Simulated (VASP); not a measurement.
A run of VASP 6.6.1 is set up as follows.

Contents of INCAR:

```
SYSTEM = MnO2
PREC     = Accurate       ! precision mode
ENCUT    = 600            ! plane-wave cutoff, eV
EDIFF    = 1E-6           ! SCF threshold, eV
ISMEAR   = 0              ! smearing method
SIGMA    = 0.05           ! smearing width, eV
LREAL    = .FALSE.        ! projectors in reciprocal space
LASPH    = .TRUE.         ! aspherical terms in the spheres
NELM     = 200            ! most SCF steps
ALGO     = Normal         ! electronic algorithm
ISIF     = 2              ! what is computed and relaxed
LWAVE    = .FALSE.        ! write WAVECAR
LCHARG   = .FALSE.        ! write CHGCAR
LMAXMIX  = 4              ! l up to which the mixer works
LDAU     = .TRUE.         ! DFT+U
LDAUTYPE = 2            
LDAUL    = 2 -1           ! shell
LDAUU    = 4 0            ! U, eV
LDAUJ    = 0 0          
LDAUPRINT= 1            
NBANDS   = 36             ! bands
GGA_COMPAT= .FALSE.
```

KPOINTS

```
regular mesh
0
G
  4 4 7
  0 0 0
```

File POSCAR:

```
MnO2
1.0
    4.3959987700      0.0000000000      0.0000000000
    0.0000000000      4.3959987700      0.0000000000
    0.0000000000      0.0000000000      2.8709991900
Mn O
2 4
Direct
    0.0000000000      0.0000000000      0.0000000000
    0.5000000000      0.5000000000      0.5000000000
    0.3020000000      0.3020000000      0.0000000000
    0.1980000000      0.8020000000      0.5000000000
    0.6980000000      0.6980000000      0.0000000000
    0.8020000000      0.1980000000      0.5000000000
```

Potentials or basis: VASP PAW LDA potentials, release 64 (Mn_sv, O).

Launch:

```sh
$ cat potpaw_LDA.64/Mn_sv/POTCAR potpaw_LDA.64/O/POTCAR > POTCAR
$ mpirun -np 1 vasp_std > vasp.out
```

Task: Estimate the pressure.

Result: -20.6 GPa.

Task: What does it give for the band gap on the k mesh?

Result: Zero (bands 27 and 28 overlap by 0.85 eV).

Eigenvalues of the final occupation matrices:
| site | spin | trace | eigenvalues |
| --- | --- | --- | --- |
| site 1 d | 1 | 2.26 | 0.27 0.33 0.38 0.41 0.88 |
| site 1 d | 2 | 2.26 | 0.27 0.33 0.38 0.41 0.88 |
| site 2 d | 1 | 2.26 | 0.27 0.33 0.38 0.41 0.88 |
| site 2 d | 2 | 2.26 | 0.27 0.33 0.38 0.41 0.88 |

Caveat: the cell stands under tension; the run has no spin polarisation, though such a crystal can be magnetic; U without spin polarisation on a metal has little footing. Spin polarisation is off, so any magnetic state and its effect on volume and gap are missing.
